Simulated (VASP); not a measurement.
## InSb3: single point with PBEsol

InSb3:

```xyz
4
Lattice="4.6429 0.0000 0.0000 0.0000 4.6429 0.0000 0.0000 0.0000 4.6429" Properties=species:S:1:pos:R:3 pbc="T T T"
In    0.0000    0.0000    0.0000
Sb    2.3214    0.0000    2.3214
Sb    0.0000    2.3214    2.3214
Sb    2.3214    2.3214    0.0000
```

| Item | Value |
| --- | --- |
| Program | VASP 6.6.1 |
| Task | single point |
| Functional | PBEsol |
| Potentials or basis | VASP PAW PBE potentials, release 64 (In_d, Sb) |
| Cutoff | 520 eV |
| k mesh | 10 × 10 × 10 |
| Occupations | gaussian, width 0.15 eV |
| Spin | no spin polarisation |

* Pressure: 3.7 GPa
* Band gap on the k mesh: zero (bands 14 and 15 overlap by 5.24 eV)

Levels at points of the mesh, in eV from the Fermi level:
```
           k point  band 11  band 12  band 13  band 14  band 15  band 16  band 17  band 18
(0.00, 0.00, 0.00)    -4.77    -3.59     0.53     0.53     0.53     1.86     1.86     1.86
(0.50, 0.00, 0.00)    -3.21    -2.37    -2.37    -1.26    -1.04     2.47     2.47     2.58
(0.50, 0.50, 0.00)    -1.64    -1.64    -1.54    -1.21    -1.21    -0.27     0.92     3.74
(0.50, 0.50, 0.50)    -5.55    -5.55    -5.02     4.03     4.03     4.15     4.15     4.15
```

Run time: 110 s on 1 thread of Intel Xeon 8259CL, with other jobs on the host, peak memory 0.28 GiB.

Caveat: the cell stands under pressure; the PAW data sets were made with another functional, which shifts forces and pressure a little; spin-orbit coupling is left out, which moves the levels of the heavy elements.
